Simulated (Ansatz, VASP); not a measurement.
As: VASP beside Ansatz

```
As
1.0
    -1.60081    1.60081    1.60081
     1.60081   -1.60081    1.60081
     1.60081    1.60081   -1.60081
As
1
Direct
  0.00000 0.00000 0.00000
```

Alike in both runs: task single point; functional LDA; k mesh 15 × 15 × 15; occupations fermi-dirac, width 0.1 eV; no spin polarisation.

|  | VASP | Ansatz |
| --- | --- | --- |
| version | VASP 6.6.1 | Ansatz 0.2.0 |
| potentials or method | VASP PAW LDA potentials, release 64 (As), cutoff 520 eV | plane waves (420 eV) with PAW, scalar-relativistic |
| valence electrons in the cell | 5 | 15 |

|  | VASP | Ansatz | Ansatz less VASP |
| --- | --- | --- | --- |
| pressure (GPa) | 10.3 | 9.8 | -0.52 |

Ansatz warns that its potentials were made for another functional, while VASP's fit it. LDA's correlation is that of Perdew and Zunger in VASP and of Perdew and Wang (1992) in Ansatz. VASP's potentials hold 5 valence electrons a cell and Ansatz's 15, so a difference there can come from the potentials and not from the codes.
